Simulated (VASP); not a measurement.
Wanted: the native input for a VASP 6.6.1 run.

```yaml
Task: single point
Functional: r2SCAN
Potentials_or_basis: VASP PAW PBE potentials, release 64 (K_sv, Mg, F)
Cutoff: 520 eV
k_mesh: 6 × 6 × 6
Occupations: gaussian, width 0.01 eV
Spin: no spin polarisation
Dipole_correction: no
Further_INCAR_settings: ALGO = Normal; EDIFF = 1e-06; NBANDS = 24
```

KMgF3 (cubic perovskite):

```
K Mg F
1.0
     4.03253    0.00000    0.00000
     0.00000    4.03253    0.00000
     0.00000    0.00000    4.03253
K Mg F
1 1 3
Cartesian
  2.0163 2.0163 2.0163
  0.0000 0.0000 0.0000
  2.0163 0.0000 0.0000
  0.0000 2.0163 0.0000
  0.0000 0.0000 2.0163
```

This cell differs from its parent crystal: volume scaled by 1.02.

These files were run (other wordings do the same):

POSCAR

```
KMgF3
1.0
    4.0325305745      0.0000000000      0.0000000000
    0.0000000000      4.0325305745      0.0000000000
    0.0000000000      0.0000000000      4.0325305745
K Mg F
1 1 3
Direct
    0.5000000000      0.5000000000      0.5000000000
    0.0000000000      0.0000000000      0.0000000000
    0.5000000000      0.0000000000      0.0000000000
    0.0000000000      0.5000000000      0.0000000000
    0.0000000000      0.0000000000      0.5000000000
```

INCAR.step1

```
SYSTEM = KMgF3
PREC = Accurate
ENCUT = 520
ISMEAR = 0
SIGMA = 0.01
LREAL = .FALSE.
LASPH = .TRUE.
NELM = 80
NBANDS = 24
GGA = PE
ALGO = Normal
EDIFF = 1E-4
LWAVE = .TRUE.
LCHARG = .FALSE.
```

INCAR.step2

```
SYSTEM = KMgF3
PREC = Accurate
ENCUT = 520
EDIFF = 1E-6
ISMEAR = 0
SIGMA = 0.01
LREAL = .FALSE.
LASPH = .TRUE.
NELM = 80
ALGO = Normal
ISIF = 2
LWAVE = .FALSE.
LCHARG = .FALSE.
METAGGA = R2SCAN
LMIXTAU = .TRUE.
NBANDS = 24
ISTART = 1
```

KPOINTS

```
Automatic mesh
0
G
  6 6 6
  0 0 0
```

Potentials or basis: VASP PAW PBE potentials, release 64 (K_sv, Mg, F).

Launch:

```bash
$ cat potpaw_PBE.64/K_sv/POTCAR potpaw_PBE.64/Mg/POTCAR potpaw_PBE.64/F/POTCAR > POTCAR
$ cp INCAR.step1 INCAR
$ mpirun -np 1 vasp_std > vasp.out
$ cp INCAR.step2 INCAR
$ mpirun -np 1 vasp_std > vasp.out
```

It gave:

```json
{
 "Pressure": "-3.4 GPa",
 "Band gap on the k mesh": "7.98 eV, indirect (least direct gap 8.30 eV)"
}
```

Caveat: the PAW data sets were made with another functional, which shifts forces and pressure a little.

Wall time 2.4 min on 1 thread of Intel(R) Xeon(R) Platinum 8259CL CPU @ 2.50GHz (Skylake/Cascade Lake), on a shared host, peak memory 0.18 GiB.
